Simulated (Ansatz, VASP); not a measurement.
**CdTe: VASP beside Ansatz**

```xyz
2
Lattice="0.0000 3.3092 3.3092 3.3092 0.0000 3.3092 3.3092 3.3092 0.0000" Properties=species:S:1:pos:R:3 pbc="T T T"
Cd    0.0000    0.0000    0.0000
Te    4.9638    4.9638    4.9638
```

Alike in both runs: functional PBE; k mesh 8 × 8 × 8; occupations gaussian, width 0.02 eV; no spin polarisation.

Ansatz relaxed the structure, and its values are those at the end. VASP's run is a single point on that final structure, the one shown.

|  | VASP | Ansatz |
| --- | --- | --- |
| version | VASP 6.6.1 | Ansatz 0.2.0 |
| potentials or method | VASP PAW PBE potentials, release 64 (Cd, Te), cutoff 500 eV | scalar-relativistic, plane waves, PAW |
| valence electrons in the cell | 18 | 36 |

```csv
,VASP,Ansatz,Ansatz less VASP
gap on the k mesh at the Fermi level (eV),0.58,0.58,+0.001
least direct gap on the mesh (eV),0.58,0.58,+0.001
pressure (GPa),0.1,0.0,-0.10
```

The functional is the same, so the differences come from potentials, cutoffs and numerics. VASP's potentials hold 18 valence electrons a cell and Ansatz's 36, so a difference there can come from the potentials and not from the codes.

Neither program's run includes spin-orbit coupling.
